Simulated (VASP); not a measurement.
Set up this calculation in VASP 6.6.1, as the native input.

```
Task                   : single point
Functional             : PBE
Potentials or basis    : VASP PAW PBE potentials, release 64 (La, O)
Cutoff                 : 520 eV
k mesh                 : 6 × 6 × 6
Occupations            : gaussian, width 0.1 eV
Spin                   : no spin polarisation
Dipole correction      : no
Further INCAR settings : ALGO = Normal; EDIFF = 1e-06; NBANDS = 26
```

The structure of LaO4 lies in POSCAR:

```
LaO4
1.0
    2.2093954500      1.2755950600      4.8602913100
   -2.2093954500      1.2755950600      4.8602913100
    0.0000000000     -2.5511901200      4.8602913100
La O
1 4
Direct
    0.0000000000      0.0000000000      0.0000000000
    0.0000000000      0.0000000000      0.5000000000
    0.5000000000      0.0000000000      0.0000000000
    0.0000000000      0.5000000000      0.0000000000
    0.5000000000      0.5000000000      0.5000000000
```

The cell was generated, and may not be a known phase.

These files were run (other wordings do the same):

INCAR

```
SYSTEM = LaO4
PREC     = Accurate       ! precision mode
ENCUT    = 520            ! plane-wave cutoff, eV
EDIFF    = 1E-6           ! SCF threshold, eV
ISMEAR   = 0              ! smearing method
SIGMA    = 0.1            ! smearing width, eV
LREAL    = .FALSE.        ! projectors in reciprocal space
LASPH    = .TRUE.         ! aspherical terms in the spheres
NELM     = 100            ! most SCF steps
ALGO     = Normal         ! electronic algorithm
ISIF     = 2              ! what is computed and relaxed
LWAVE    = .FALSE.        ! write WAVECAR
LCHARG   = .FALSE.        ! write CHGCAR
GGA      = PE             ! functional
NBANDS   = 26             ! bands
```

KPOINTS

```
Automatic mesh
0
G
  6 6 6
  0 0 0
```

Potentials or basis: VASP PAW PBE potentials, release 64 (La, O).

The run is started by

```sh
$ cat potpaw_PBE.64/La/POTCAR potpaw_PBE.64/O/POTCAR > POTCAR
$ mpirun -np 1 vasp_std > vasp.out
```

It gave:

```json
{
 "Pressure": "-13.0 GPa",
 "Band gap on the k mesh": "zero (an odd number of electrons rules out a gap without spin polarisation)"
}
```

Caveat: the stress differs along the axes, from -46 to 3 GPa; spin-orbit coupling is left out, which moves the levels of the heavy elements; an odd number of electrons without spin polarisation forces a metal; a magnetic or distorted state may lie lower.

Run time: 110 s on 1 thread of Intel(R) Xeon(R) Platinum 8259CL CPU @ 2.50GHz (Skylake/Cascade Lake), on a shared host, peak memory 0.3 GiB.
